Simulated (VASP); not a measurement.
BN:

```
B N
1.0
     2.54800    0.00000    0.00000
    -1.27400    2.20663    0.00000
     0.00000    0.00000    8.37536
B N
4 4
Direct
  0.00000 0.00000 0.00039
  0.33333 0.66667 0.24969
  0.00000 0.00000 0.50039
  0.66667 0.33333 0.74969
  0.00000 0.00000 0.18699
  0.33333 0.66667 0.43793
  0.00000 0.00000 0.68699
  0.66667 0.33333 0.93793
```

Base run:

| Property | Result |
| --- | --- |
| Program | VASP 6.6.1 |
| Functional | r2SCAN |
| Potentials or basis | VASP PAW PBE potentials, release 64 (B, N) |
| Cutoff | 520 eV |
| k mesh | 12 × 12 × 4 |
| Occupations | gaussian, width 0.01 eV |
| Spin | no spin polarisation |

Its results: band gap on the k mesh 6.06 eV, indirect (least direct gap 8.17 eV); pressure 1.1 GPa.

Task: The run is repeated on the same cell with these changes: functional from r2SCAN to PBE; further incar settings from ALGO = Normal; EDIFF = 1e-06; NBANDS = 26 to ALGO = Normal; EDIFF = 1e-07; NBANDS = 26. What comes out?

Result: Band gap on the k mesh 5.52 eV, indirect (least direct gap 7.55 eV); pressure 5.0 GPa.

Caveats: the PAW data sets were made with another functional, which shifts forces and pressure a little (some runs).

A k mesh can miss the band edges.
